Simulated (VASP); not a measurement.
A run of VASP 6.6.1:

Contents of INCAR:

```
SYSTEM = ZrN
PREC = Accurate
ENCUT = 600
EDIFF = 1E-6
ISMEAR = -5
SIGMA = 0.1
LREAL = .False.
LASPH = .True.
NELM = 120
ALGO = Normal
ISIF = 2
LWAVE = .False.
LCHARG = .False.
GGA = B5
ALDAX = 1.0
AGGAX = 1.0
AGGAC = 1.0
ALDAC = 0.0
NBANDS = 16
GGA_COMPAT = .False.
```

Contents of KPOINTS:

```
regular mesh
0
Gamma
  8 8 8
  0 0 0
```

File POSCAR:

```
ZrN
1.0
    0.0000000000      2.2942655869      2.2942655869
    2.2942655869      0.0000000000      2.2942655869
    2.2942655869      2.2942655869      0.0000000000
Zr N
1 1
Direct
    0.5000000000      0.5000000000      0.5000000000
    0.0000000000      0.0000000000      0.0000000000
```

Potentials or basis: VASP PAW PBE potentials, release 64 (Zr_sv, N).

Run with:

```console
$ cat potpaw_PBE.64/Zr_sv/POTCAR potpaw_PBE.64/N/POTCAR > POTCAR
$ mpirun -np 1 vasp_std > vasp.out
```

Hardware: 1 thread of Intel Xeon 8259CL, with other jobs on the host.

Q: How long does it take, and how much memory?

A: Run time: 52 s on 1 thread of Intel Xeon 8259CL, on a shared host, peak memory 0.16 GiB. Counts: scf iterations 14, k points 29.
